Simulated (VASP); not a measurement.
# Ag in VASP: settings compared

The runs below take Ag through single point, with LDA, HF.

Everything below comes from runs of VASP 6.6.1. Logs are shortened: lines on timing, memory, paths and dates and some standing lists are left out, and cuts for length are marked.

## 1. The cell of the first run

The structure is tetragonal, space group I4/mmm (No. 139). Conventional cell: a = 2.889 Å, b = 2.889 Å, c = 4.045 Å, α = 90.00°, β = 90.00°, γ = 90.00°. Ag (site symmetry 4/mmm) has 12 Ag at 2.87 to 2.89 Å within 3.8 Å.

## 2. Single point, LDA, non-collinear spin, zero start, spin-orbit coupling (cell strained by -1.0% along z)

Input file INCAR:

```
GGA = CA
LSORBIT = T
MAGMOM = 0 0 0
LORBIT = 11
ISMEAR = 1
SIGMA = 0.05
LWAVE = F
LCHARG = F
ISIF = 2
PREC = Accurate
LASPH = T
LREAL = F
ALGO = Normal
EDIFF = 1E-8
NELM = 200
GGA_COMPAT = F
ENCUT = 560
LMAXMIX = 4
NBANDS = 47
```

Input file KPOINTS:

```
Automatic mesh
0
Gamma
  22 22 22
  0 0 0
```

Input file POSCAR:

```
Ag
1.0
    0.0000000000      2.0427500000      2.0223225000
    2.0427500000      0.0000000000      2.0223225000
    2.0427500000      2.0427500000      0.0000000000
Ag
1
Direct
    0.0000000000      0.0000000000      0.0000000000
```

Potentials or basis: VASP PAW LDA potentials, release 64 (Ag).

Command:

```
$ cat potpaw_LDA.64/Ag/POTCAR > POTCAR
$ mpirun -np 1 vasp_ncl > vasp.out
```

OUTCAR:

```text
GGA = CA
   LSORBIT = T
   LORBIT = 11
   ISMEAR = 1
   ISIF = 2
   PREC = Accurate
   LASPH = T
   LREAL = F
   EDIFF = 1E-8
   NELM = 200
   ENCUT = 560

 ion  position               nearest neighbor table
   1  0.000  0.000  0.000-

  LATTYP: Found a body centered tetragonal cell.
 ALAT       =     2.8888847545
 C/A-ratio  =     1.4000714267

  Lattice vectors:

 A1 = (   0.0000000000,  -2.0427500000,  -2.0223225000)
 A2 = (   0.0000000000,   2.0427500000,  -2.0223225000)
 A3 = (   2.0427500000,   0.0000000000,   2.0223225000)

Analysis of symmetry for initial positions (statically):
=====================================================================
 Subroutine PRICEL returns:
 Original cell was already a primitive cell.

 Routine SETGRP: Setting up the symmetry group for a
 body centered tetragonal supercell.

 Subroutine GETGRP returns: Found 16 space group operations
 (whereof 16 operations were pure point group operations)
 out of a pool of 16 trial point group operations.

The static configuration has the point symmetry D_4h.

Analysis of symmetry for dynamics (positions and initial velocities):
=====================================================================
 Subroutine PRICEL returns:
 Original cell was already a primitive cell.

 Routine SETGRP: Setting up the symmetry group for a
 body centered tetragonal supercell.

 Subroutine GETGRP returns: Found 16 space group operations
 (whereof 16 operations were pure point group operations)
 out of a pool of 16 trial point group operations.

The dynamic configuration has the point symmetry D_4h.

Analysis of structural, dynamic, and magnetic symmetry:
=====================================================================
 Subroutine PRICEL returns:
 Original cell was already a primitive cell.

 Routine SETGRP: Setting up the symmetry group for a
 body centered tetragonal supercell.

 Subroutine GETGRP returns: Found 16 space group operations
 (whereof 16 operations were pure point group operations)
 out of a pool of 16 trial point group operations.

The overall configuration has the point symmetry D_4h.

 Subroutine INISYM returns: Found 16 space group operations
 (whereof 16 operations are pure point group operations),
 and found     1 'primitive' translations

----------------------------------------------------------------------------------------

                                     Primitive cell

  volume of cell :      16.8776

  direct lattice vectors                    reciprocal lattice vectors
     0.000000000  2.042750000  2.022322500    -0.244768082  0.244768082  0.247240487
     2.042750000  0.000000000  2.022322500     0.244768082 -0.244768082  0.247240487
     2.042750000  2.042750000  0.000000000     0.244768082  0.244768082 -0.247240487

  length of vectors
     2.874476623  2.874476623  2.888884755     0.425382988  0.425382988  0.425382988

  position of ions in fractional coordinates (direct lattice)
     0.000000000  0.000000000  0.000000000

  ion indices of the primitive-cell ions
   primitive index   ion index
                 1           1

----------------------------------------------------------------------------------------

 KPOINTS: Automatic mesh

Automatic generation of k-mesh.
 Grid dimensions read from file:
 generate k-points for:   22   22   22

 Generating k-lattice:

  Cartesian coordinates                     Fractional coordinates (reciprocal lattice)
    -0.011125822  0.011125822  0.011238204     0.045454545 -0.000000000  0.000000000
     0.011125822 -0.011125822  0.011238204    -0.000000000  0.045454545  0.000000000
     0.011125822  0.011125822 -0.011238204     0.000000000  0.000000000  0.045454545

  Length of vectors
     0.019335590  0.019335590  0.019335590

  Shift w.r.t. Gamma in fractional coordinates (k-lattice)
     0.000000000  0.000000000  0.000000000

 Subroutine IBZKPT returns following result:
 ===========================================

 Found    834 irreducible k-points:

 Following reciprocal coordinates:
            Coordinates               Weight
  0.000000  0.000000  0.000000      1.000000
  0.045455 -0.000000  0.000000      8.000000
  0.090909 -0.000000  0.000000      8.000000
  0.136364  0.000000  0.000000      8.000000
  0.181818 -0.000000  0.000000      8.000000
  0.227273 -0.000000  0.000000      8.000000
[... 16 lines left out ...]
  0.500000  0.045455  0.000000      8.000000
 -0.454545  0.045455  0.000000      8.000000
 [... further k-points ...]
   k-points           NKPTS =    834   k-points in BZ     NKDIM =    834   number of bands    NBANDS=     47
   number of dos      NEDOS =    301   number of ions     NIONS =      1
   total plane-waves  NPLWV =  13824
   dimension x,y,z NGX =    24 NGY =   24 NGZ =   24
   dimension x,y,z NGXF=    48 NGYF=   48 NGZF=   48
   ions per type =               1
   NGX,Y,Z   is equivalent  to a cutoff of  13.88, 13.88, 13.81 a.u.
   NGXF,Y,Z  is equivalent  to a cutoff of  27.76, 27.76, 27.62 a.u.
 SYSTEM =  unknown system
   PREC   = accura    normal or accurate (medium, high low for compatibility)
   ISTART =      0    job   : 0-new  1-cont  2-samecut
   ICHARG =      2    charge: 1-file 2-atom 10-const
   ISPIN  =      1    spin polarized calculation?
   LNONCOLLINEAR =      T non collinear calculations
   LSORBIT =      T    spin-orbit coupling
   LASPH  =      T    aspherical Exc in radial PAW
   ENCUT  =  560.0 eV  41.16 Ry    6.42 a.u.   5.55  5.55  5.57*2*pi/ulx,y,z
   NELM   =    200;   NELMIN=  2; NELMDL= -5     # of ELM steps
   EDIFF  = 0.1E-07   stopping-criterion for ELM
   LREAL  =      F    real-space projection
   EDIFFG = 0.1E-06   stopping-criterion for IOM
   NSW    =      0    number of steps for IOM
   IBRION =     -1    ionic relax: 0-MD 1-quasi-New 2-CG
   NFREE  =      0    steps in history (QN), initial steepest desc. (CG)
   ISIF   =      2    stress and relaxation
   ISYM   =      2    0-nonsym 1-usesym 2-fastsym
   POTIM  = 0.5000    time-step for ionic-motion
   TEBEG  =    0.0;   TEEND  =   0.0 temperature during run

   SCALEE = 1.0000    scale energy and forces
   PSTRESS=    0.0 pullay stress
   NELECT =      11.0000    total number of electrons
   NUPDOWN=      -1.0000    fix difference up-down
   EMIN   =  10.00;   EMAX   =-10.00  energy-range for DOS
   EFERMI =   0.00;   METHOD = LEGACY
   ISMEAR =     1;   SIGMA  =   0.05  broadening in eV -4-tet -1-fermi 0-gaus
   EFERMI_NEDOS =   21; number of points for ismear=-14 and -15
   IALGO  =     38    algorithm
   IMIX   =      4    mixing-type and parameters
     AMIX     =   0.40;   BMIX     =  1.00
     AMIX_MAG =   1.60;   BMIX_MAG =  1.00
  volume/ion in A,a.u.               =      16.88       113.90
  Fermi-wavevector in a.u.,A,eV,Ry     =   1.419391  2.682260 27.411268  2.014671
  Thomas-Fermi vector in A             =   2.540417
   LORBIT       =     11    0 simple, 1 ext, 2 COOP (PROOUT), +10 PAW based schemes
   GGA     = CA    functional components
   LHFCALC =     F    Hartree Fock is set to
   AEXX    =    0.0000 exact exchange contribution
   IVDW    =     0    specifies the selected vdW correction
   LEPSILON=     F    determine dielectric tensor
   LRPA    =     F    only Hartree local field effects (RPA)

   CSHIFT  =0.1000    complex shift for real part using Kramers Kronig

   OMEGAMAX=  -1.0    maximum frequency
 Methfessel and Paxton  Order N= 1 SIGMA  =   0.05
  energy-cutoff  :      560.00
  volume of cell :       16.88
 maximum number of plane-waves:      1064
 NGX is ok and might be reduce to    24
   NGX = 11   NGY = 11   NGZ = 11

 number of electron      11.0000000 magnetization       0.0000000      0.0000000      0.0000000

 number of electron      11.0000000 magnetization      -0.0000000      0.0000000      0.0000000

 number of electron      11.0000000 magnetization       0.0000000     -0.0000000     -0.0000000

 Free energy of the ion-electron system (eV)
  ---------------------------------------------------
  ext. energy  EPLUGINS =         0.00000000
  ---------------------------------------------------
  free energy    TOTEN  =        -3.79525446 eV

  energy without entropy =       -3.79522833  energy(sigma->0) =       -3.79524575

 E-fermi :   8.3144     XC(G=0): -12.6441

 val. band max:        8.3063674689   @ k =   0.5000   0.0909   0.0000
 cond. band min:       8.3159007930   @ k =   0.5000   0.0909   0.2727
 fundamental gap:      0.0095333241
 Fermi energy:         8.3144258052

 k-point     1 :       0.0000    0.0000    0.0000
  band No.  band energies     occupation
      1       0.3875      1.00000
      2       0.3875      1.00000
      3       3.2822      1.00000
      4       3.2822      1.00000
      5       3.3172      1.00000
      6       3.3172      1.00000
[... 613 lines left out ...]
     22      31.3132      0.00000
     23      31.6981      0.00000

 [... further k-points ...]

 [bands above 23 left out]

------------------------ aborting loop because EDIFF is reached ----------------------------------------

  FORCE on cell =-STRESS in cart. coord.  units (eV):
  Direction    XX          YY          ZZ          XY          YZ          ZX
  --------------------------------------------------------------------------------------
  -------------------------------------------------------------------------------------
  Total       -0.6759854     -0.6759854     -0.6400238      0.0000000     -0.0000000     -0.0000000
  in kB      -64.1707424    -64.1707424    -60.7569330      0.0000000     -0.0000000     -0.0000000
  external PRESSURE =     -63.0328059 kB  Pullay stress =       0.0000000 kB

 VOLUME and BASIS-vectors are now :
 -----------------------------------------------------------------------------
  energy-cutoff  :      560.00
  volume of cell :       16.88
      direct lattice vectors                 reciprocal lattice vectors
     0.000000000  2.042750000  2.022322500    -0.244768082  0.244768082  0.247240487
     2.042750000  0.000000000  2.022322500     0.244768082 -0.244768082  0.247240487
     2.042750000  2.042750000  0.000000000     0.244768082  0.244768082 -0.247240487

 POSITION                                       TOTAL-FORCE (eV/Angst)
 -----------------------------------------------------------------------------------
      0.00000      0.00000      0.00000         0.000000      0.000000      0.000000
 -----------------------------------------------------------------------------------
    total drift:                                0.000000      0.000000     -0.000000

  FREE ENERGIE OF THE ION-ELECTRON SYSTEM (eV)
  ---------------------------------------------------
  free  energy   TOTEN  =        -3.7952544584 eV

  energy  without entropy=       -3.7952283303  energy(sigma->0) =       -3.79524575

 Spin-Orbit-Coupling matrix elements

 Ion:    1  E_soc:     -0.0568178
 l=   1
     0.0000000    -0.0021583    -0.0021558
    -0.0021583     0.0000000    -0.0021583
    -0.0021558    -0.0021583     0.0000000
 l=   2
     0.0000000    -0.0015515     0.0000000    -0.0015515    -0.0057594
    -0.0015515     0.0000000    -0.0043179    -0.0015529    -0.0014426
     0.0000000    -0.0043179     0.0000000    -0.0043179     0.0000000
    -0.0015515    -0.0015529    -0.0043179     0.0000000    -0.0014426
    -0.0057594    -0.0014426     0.0000000    -0.0014426     0.0000000
 l=   3
     0.0000000     0.0000000     0.0000000     0.0000000     0.0000000     0.0000000     0.0000000
     0.0000000     0.0000000     0.0000000     0.0000000     0.0000000     0.0000000     0.0000000
     0.0000000     0.0000000     0.0000000     0.0000000     0.0000000     0.0000000     0.0000000
     0.0000000     0.0000000     0.0000000     0.0000000     0.0000000     0.0000000     0.0000000
     0.0000000     0.0000000     0.0000000     0.0000000     0.0000000     0.0000000     0.0000000
     0.0000000     0.0000000     0.0000000     0.0000000     0.0000000     0.0000000     0.0000000
     0.0000000     0.0000000     0.0000000     0.0000000     0.0000000     0.0000000     0.0000000

 total charge

# of ion       s       p       d       tot
------------------------------------------
    1        0.428   0.311   9.143   9.882

 magnetization (x)

# of ion       s       p       d       tot
------------------------------------------
    1        0.000  -0.000  -0.000  -0.000

 magnetization (y)

# of ion       s       p       d       tot
------------------------------------------
    1       -0.000   0.000  -0.000  -0.000

 magnetization (z)

# of ion       s       p       d       tot
------------------------------------------
    1        0.000  -0.000   0.000  -0.000
```

It took 19 min on 1 thread of Intel Xeon Platinum 8488C (Sapphire Rapids), shared host; peak memory 0.9 GiB.

Results:

```yaml
Free_energy: -3.7953 eV
Pressure: -6.3 GPa
Net_moment: 0.00 μB per cell
Valence_electrons_inside_the_program's_atomic_spheres: Ag 9.88
```

Stress tensor (GPa, compression positive):
```
-6.42  0.00  0.00
 0.00 -6.42  0.00
 0.00  0.00 -6.08
```

Moments on the atoms (μB; x, y, z):
```
Ag  0.00 0.00 0.00
```

Caveat: the cell differs from its parent crystal (cell strained by -1.0% along z); the cell stands under tension.

(Continued in part 2 of 2.)
